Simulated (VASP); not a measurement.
# Rb2CoF6 (Fm-3m) in VASP: notebook, part 2 of 2

VASP 6.6.1.

### 4 Single point, LDA+U, collinear spin, ferromagnetic start

INCAR

```
SYSTEM = Rb2CoF6
PREC = Accurate ; ENCUT = 520
EDIFF = 1E-7 ; ISMEAR = 0
SIGMA = 0.05 ; LREAL = .FALSE.
LASPH = .TRUE. ; NELM = 150
ALGO = Normal ; ISIF = 2
LWAVE = .FALSE. ; LCHARG = .FALSE.
ISPIN = 2 ; MAGMOM = 0 0 0.73 0.04 0.04 0.04 0.04 0.04 0.04
LORBIT = 11 ; LMAXMIX = 4
LDAU = .TRUE. ; LDAUTYPE = 2
LDAUL = -1 2 -1 ; LDAUU = 0 2 0
LDAUJ = 0 0 0 ; LDAUPRINT = 1
GGA = CA ; NBANDS = 48
```

KPOINTS

```
regular mesh
0
G
  4 4 4
  0 0 0
```

POSCAR

```
Rb2CoF6
1.0
    0.0000000000      4.2299996800      4.2299996800
    4.2299996800      0.0000000000      4.2299996800
    4.2299996800      4.2299996800      0.0000000000
Rb Co F
2 1 6
Direct
    0.2500000000      0.2500000000      0.2500000000
    0.7500000000      0.7500000000      0.7500000000
    0.0000000000      0.0000000000      0.0000000000
    0.8050000000      0.1950000000      0.1950000000
    0.1950000000      0.8050000000      0.1950000000
    0.1950000000      0.8050000000      0.8050000000
    0.8050000000      0.1950000000      0.8050000000
    0.1950000000      0.1950000000      0.8050000000
    0.8050000000      0.8050000000      0.1950000000
```

Potentials or basis: VASP PAW LDA potentials, release 64 (Rb_sv, Co, F).

On the command line:

```sh
> cat potpaw_LDA.64/Rb_sv/POTCAR potpaw_LDA.64/Co/POTCAR potpaw_LDA.64/F/POTCAR > POTCAR
> mpirun -np 1 vasp_std > vasp.out
```

OUTCAR:

```text
SYSTEM = Rb2CoF6
   PREC = Accurate
   ENCUT = 520
   EDIFF = 1E-7
   ISMEAR = 0
   LREAL = .FALSE.
   LASPH = .TRUE.
   NELM = 150
   ISIF = 2
   ISPIN = 2
   LORBIT = 11
   GGA = CA

 ion  position               nearest neighbor table
   1  0.250  0.250  0.250-   4 3.03   7 3.03   5 3.03   6 3.03   6 3.03   7 3.03   8 3.03   9 3.03
                             9 3.03   4 3.03   5 3.03   8 3.03   3 3.66   3 3.66   3 3.66   3 3.66
   2  0.750  0.750  0.750-   4 3.03   5 3.03   9 3.03   4 3.03   7 3.03   5 3.03   6 3.03   8 3.03
                             8 3.03   6 3.03   7 3.03   9 3.03   3 3.66   3 3.66   3 3.66   3 3.66
   3  0.000  0.000  0.000-   4 1.65   5 1.65   6 1.65   7 1.65   8 1.65   9 1.65   1 3.66   2 3.66
                             2 3.66   2 3.66   2 3.66   1 3.66   1 3.66   1 3.66
   4  0.805  0.195  0.195-   3 1.65   2 3.03   2 3.03   1 3.03   1 3.03
   5  0.195  0.805  0.195-   3 1.65   2 3.03   2 3.03   1 3.03   1 3.03
   6  0.195  0.805  0.805-   3 1.65   2 3.03   1 3.03   1 3.03   2 3.03
   7  0.805  0.195  0.805-   3 1.65   2 3.03   1 3.03   1 3.03   2 3.03
   8  0.195  0.195  0.805-   3 1.65   1 3.03   2 3.03   2 3.03   1 3.03
   9  0.805  0.805  0.195-   3 1.65   2 3.03   1 3.03   1 3.03   2 3.03

  LATTYP: Found a face centered cubic cell.
 ALAT       =     8.4599993600

  Lattice vectors:

[... 1039 lines left out ...]
     0.000000000  4.229999680  4.229999680    -0.118203319  0.118203319  0.118203319
     4.229999680  0.000000000  4.229999680     0.118203319 -0.118203319  0.118203319
     4.229999680  4.229999680  0.000000000     0.118203319  0.118203319 -0.118203319

 POSITION                                       TOTAL-FORCE (eV/Angst)
 -----------------------------------------------------------------------------------
      2.11500      2.11500      2.11500        -0.000000      0.000000     -0.000000
      6.34500      6.34500      6.34500        -0.000000      0.000000     -0.000000
      0.00000      0.00000      0.00000         0.000000      0.000000     -0.000000
      1.64970      4.23000      4.23000         4.166274      0.000000      0.000000
      4.23000      1.64970      4.23000         0.000000      4.166274      0.000000
      6.81030      4.23000      4.23000        -4.166274      0.000000      0.000000
      4.23000      6.81030      4.23000         0.000000     -4.166274      0.000000
      4.23000      4.23000      1.64970         0.000000      0.000000      4.166274
      4.23000      4.23000      6.81030         0.000000      0.000000     -4.166274
 -----------------------------------------------------------------------------------
    total drift:                                0.000000      0.000000     -0.000000

  FREE ENERGIE OF THE ION-ELECTRON SYSTEM (eV)
  ---------------------------------------------------
  free  energy   TOTEN  =       -42.0316176079 eV

  energy  without entropy=      -42.0042723786  energy(sigma->0) =      -42.01794499

 total charge

# of ion       s       p       d       tot
------------------------------------------
    1        1.934   5.340   0.016   7.291
    2        1.934   5.340   0.016   7.291
    3        0.643   1.290   7.626   9.560
    4        1.736   4.355   0.000   6.091
    5        1.736   4.355   0.000   6.091
    6        1.736   4.355   0.000   6.091
    7        1.736   4.355   0.000   6.091
    8        1.736   4.355   0.000   6.091
    9        1.736   4.355   0.000   6.091
--------------------------------------------------
tot         14.928  38.099   7.659  60.685

 magnetization (x)

# of ion       s       p       d       tot
------------------------------------------
    1       -0.000   0.002   0.000   0.002
    2       -0.000   0.002   0.000   0.002
    3        0.001   0.003   0.741   0.745
    4        0.000   0.032   0.000   0.032
    5        0.000   0.032   0.000   0.032
    6        0.000   0.032   0.000   0.032
    7        0.000   0.032   0.000   0.032
    8        0.000   0.032   0.000   0.032
    9        0.000   0.032   0.000   0.032
--------------------------------------------------
tot          0.002   0.201   0.741   0.944
```

It took 2.4 min on 1 thread of Intel Xeon Platinum 8259CL at 2.50GHz (Skylake/Cascade Lake), shared host; peak memory 0.32 GiB.

Results:

```
Free energy                                           : -42.0316 eV
Pressure                                              : 11.4 GPa
Largest force                                         : 4.166 eV/Å
Band gap on the k mesh                                : zero (filled and empty bands overlap)
Net moment                                            : 1.00 μB per cell
Site moments                                          : Rb +0.00; Co +0.74; F +0.03 μB
Valence electrons inside the program's atomic spheres : Rb 7.29; Co 9.56; F 6.09
```

Forces on the atoms (eV/Å):
```
Rb   0.000  0.000  0.000
Rb   0.000  0.000  0.000
Co   0.000  0.000  0.000
F    4.166  0.000  0.000
F    0.000  4.166  0.000
F   -4.166  0.000  0.000
F    0.000 -4.166  0.000
F    0.000  0.000  4.166
F    0.000  0.000 -4.166
```

Eigenvalues of the final occupation matrices:
| site | spin | trace | eigenvalues |
| --- | --- | --- | --- |
| site 3 d | 1 | 4.22 | 0.58 0.58 1.02 1.02 1.02 |
| site 3 d | 2 | 3.48 | 0.56 0.56 0.79 0.79 0.79 |

Caveat: the cell stands under pressure; a cell with one magnetic atom can't hold antiferromagnetic order, which such compounds often take; forces of over 1 eV/Å act on the atoms, so gaps and moduli don't describe the material at rest.
